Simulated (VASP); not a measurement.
# ZnCd2O3 (P-3m1) in VASP: settings compared, part 2 of 2

VASP 6.6.1. Earlier steps stand in the parts before.

**3. Single point, LDA**

File INCAR:

```
SYSTEM = ZnCd2O3
PREC = Accurate
ENCUT = 520
EDIFF = 1E-6
ISMEAR = 0
SIGMA = 0.1
LREAL = .False.
LASPH = .True.
NELM = 100
ALGO = Normal
ISIF = 2
LWAVE = .False.
LCHARG = .False.
GGA = CA
NBANDS = 36
```

File KPOINTS:

```
regular mesh
0
Gamma
  12 12 6
  0 0 0
```

File POSCAR:

```
ZnCd2O3
1.0
    3.2586238045      0.0000000000      0.0000000000
   -1.6293119023      2.8220509961      0.0000000000
    0.0000000000      0.0000000000      8.0669856000
Zn Cd O
1 2 3
Direct
    0.0000000000      0.0000000000      0.0000000000
    0.3333333333      0.6666666667      0.6762590000
    0.6666666667      0.3333333333      0.3237410000
    0.6666666667      0.3333333333      0.8557030000
    0.0000000000      0.0000000000      0.5000000000
    0.3333333333      0.6666666667      0.1442970000
```

Potentials or basis: VASP PAW LDA potentials, release 64 (Zn, Cd, O).

Started as:

```console
$ cat potpaw_LDA.64/Zn/POTCAR potpaw_LDA.64/Cd/POTCAR potpaw_LDA.64/O/POTCAR > POTCAR
$ mpirun -np 1 vasp_std > vasp.out
```

OUTCAR:

```text
SYSTEM = ZnCd2O3
   PREC = Accurate
   ENCUT = 520
   EDIFF = 1E-6
   ISMEAR = 0
   LREAL = .False.
   LASPH = .True.
   NELM = 100
   ISIF = 2
   GGA = CA

 ion  position               nearest neighbor table
   1  0.000  0.000  0.000-   4 2.21   6 2.21   4 2.21   6 2.21   4 2.21   6 2.21   2 3.22   3 3.22
                             2 3.22   3 3.22   3 3.22   2 3.22
   2  0.333  0.667  0.676-   5 2.36   5 2.36   5 2.36   4 2.37   4 2.37   4 2.37   1 3.22   1 3.22
                             1 3.22   3 3.41   3 3.41   3 3.41
   3  0.667  0.333  0.324-   5 2.36   5 2.36   5 2.36   6 2.37   6 2.37   6 2.37   1 3.22   1 3.22
                             1 3.22   2 3.41   2 3.41   2 3.41
   4  0.667  0.333  0.856-   1 2.21   1 2.21   1 2.21   2 2.37   2 2.37   2 2.37
   5  0.000  0.000  0.500-   2 2.36   3 2.36   3 2.36   2 2.36   3 2.36   2 2.36
   6  0.333  0.667  0.144-   1 2.21   1 2.21   1 2.21   3 2.37   3 2.37   3 2.37

  LATTYP: Found a hexagonal cell.
 ALAT       =     3.2586238045
 C/A-ratio  =     2.4755805162

  Lattice vectors:

 A1 = (   3.2586238045,   0.0000000000,   0.0000000000)
 A2 = (  -1.6293119023,   2.8220509961,   0.0000000000)
 A3 = (   0.0000000000,   0.0000000000,   8.0669856000)

Analysis of symmetry for initial positions (statically):
=====================================================================
 Subroutine PRICEL returns:
 Original cell was already a primitive cell.

 Routine SETGRP: Setting up the symmetry group for a
 hexagonal supercell.

 Subroutine GETGRP returns: Found 12 space group operations
 (whereof 12 operations were pure point group operations)
 out of a pool of 24 trial point group operations.

The static configuration has the point symmetry D_3d.

Analysis of symmetry for dynamics (positions and initial velocities):
=====================================================================
 Subroutine PRICEL returns:
 Original cell was already a primitive cell.

 Routine SETGRP: Setting up the symmetry group for a
 hexagonal supercell.

 Subroutine GETGRP returns: Found 12 space group operations
 (whereof 12 operations were pure point group operations)
 out of a pool of 24 trial point group operations.
[... 134 lines left out ...]
   GGA     = CA    functional components
   LHFCALC =     F    Hartree Fock is set to
   AEXX    =    0.0000 exact exchange contribution
   IVDW    =     0    specifies the selected vdW correction
   LEPSILON=     F    determine dielectric tensor
   LRPA    =     F    only Hartree local field effects (RPA)
 non-spin polarized calculation
 Gauss-broadening in eV      SIGMA  =   0.10
  energy-cutoff  :      520.00
  volume of cell :       74.18
 maximum number of plane-waves:      2040
   NGX = 13   NGY = 13   NGZ = 29

 number of electron      54.0000059 magnetization

 Free energy of the ion-electron system (eV)
  ---------------------------------------------------
  ext. energy  EPLUGINS =         0.00000000
  ---------------------------------------------------
  free energy    TOTEN  =       -28.65639239 eV

  energy without entropy =      -28.65556631  energy(sigma->0) =      -28.65597935

 E-fermi :   1.7304     XC(G=0): -12.1663

 val. band max:        1.6290483312   @ k =   0.5000   0.0000   0.5000
 cond. band min:       1.7517346101   @ k =   0.0000   0.0000   0.1667
 fundamental gap:      0.1226862790
 Fermi energy:         1.7303983764

 k-point     1 :       0.0000    0.0000    0.0000
  band No.  band energies     occupation
      1     -15.5521      2.00000
      2     -14.9729      2.00000
      3     -14.7093      2.00000
      4      -5.7581      2.00000
      5      -5.4762      2.00000
      6      -5.4762      2.00000
[... 925 lines left out ...]
     35      14.0490      0.00000
     36      14.7668      0.00000

 [... further k-points ...]

------------------------ aborting loop because EDIFF is reached ----------------------------------------

  FORCE on cell =-STRESS in cart. coord.  units (eV):
  Direction    XX          YY          ZZ          XY          YZ          ZX
  --------------------------------------------------------------------------------------
  -------------------------------------------------------------------------------------
  Total       -4.9621618     -4.9621618     -4.9172303      0.0000000      0.0000000      0.0000000
  in kB     -107.1694827   -107.1694827   -106.1990821      0.0000000      0.0000000      0.0000000
  external PRESSURE =    -106.8460158 kB  Pullay stress =       0.0000000 kB

 VOLUME and BASIS-vectors are now :
 -----------------------------------------------------------------------------
  energy-cutoff  :      520.00
  volume of cell :       74.18
      direct lattice vectors                 reciprocal lattice vectors
     3.258623804  0.000000000  0.000000000     0.306878014  0.177176104  0.000000000
    -1.629311902  2.822050996  0.000000000     0.000000000  0.354352207  0.000000000
     0.000000000  0.000000000  8.066985600     0.000000000  0.000000000  0.123962041

 POSITION                                       TOTAL-FORCE (eV/Angst)
 -----------------------------------------------------------------------------------
      0.00000      0.00000      0.00000         0.000000      0.000000      0.000000
     -0.00000      1.88137      5.45537         0.000000      0.000000     -0.005026
      1.62931      0.94068      2.61161         0.000000     -0.000000      0.005026
      1.62931      0.94068      6.90294        -0.000000     -0.000000      0.035135
      0.00000      0.00000      4.03349         0.000000      0.000000      0.000000
     -0.00000      1.88137      1.16404         0.000000      0.000000     -0.035135
 -----------------------------------------------------------------------------------
    total drift:                                0.000000      0.000000     -0.000000

  FREE ENERGIE OF THE ION-ELECTRON SYSTEM (eV)
  ---------------------------------------------------
  free  energy   TOTEN  =       -28.6563923853 eV

  energy  without entropy=      -28.6555663149  energy(sigma->0) =      -28.65597935
```

Run time: 85 s. Hardware: 1 thread of Intel Xeon 6975P-C (Granite Rapids), shared host; peak memory 0.33 GiB.

What came out:

```yaml
Free_energy: -28.6564 eV
Pressure: -10.7 GPa
Largest_force: 0.035 eV/Å
Band_gap_on_the_k_mesh: zero (bands 27 and 28 overlap by 0.31 eV)
```

Forces in eV/Å, atoms in the order of the input:
```
Zn   0.000  0.000  0.000
Cd   0.000  0.000 -0.005
Cd   0.000  0.000  0.005
O    0.000  0.000  0.035
O    0.000  0.000  0.000
O    0.000  0.000 -0.035
```

Stress tensor (GPa, compression positive):
```
-10.72   0.00   0.00
  0.00 -10.72   0.00
  0.00   0.00 -10.62
```

Levels at points of the mesh, in eV from the Fermi level:
```
           k point  band 23  band 24  band 25  band 26  band 27  band 28  band 29  band 30  band 31  band 32
(0.00, 0.00, 0.00)    -1.30    -0.43    -0.43    -0.43    -0.41    -0.41     3.54     3.64     7.92     9.06
(0.50, 0.00, 0.00)    -2.39    -1.14    -1.06    -0.77    -0.55     3.46     5.02     5.50     6.84     7.01
(0.00, 0.00, 0.50)    -1.00    -0.99    -0.99    -0.15    -0.15     1.48     1.60     4.50     7.05    11.62
(0.50, 0.00, 0.50)    -2.24    -1.96    -1.61    -0.11    -0.10     4.23     4.39     4.52     7.15     7.66
```

Caveat: the cell stands under tension; semilocal functionals underestimate gaps, so a narrow gap can read as zero.
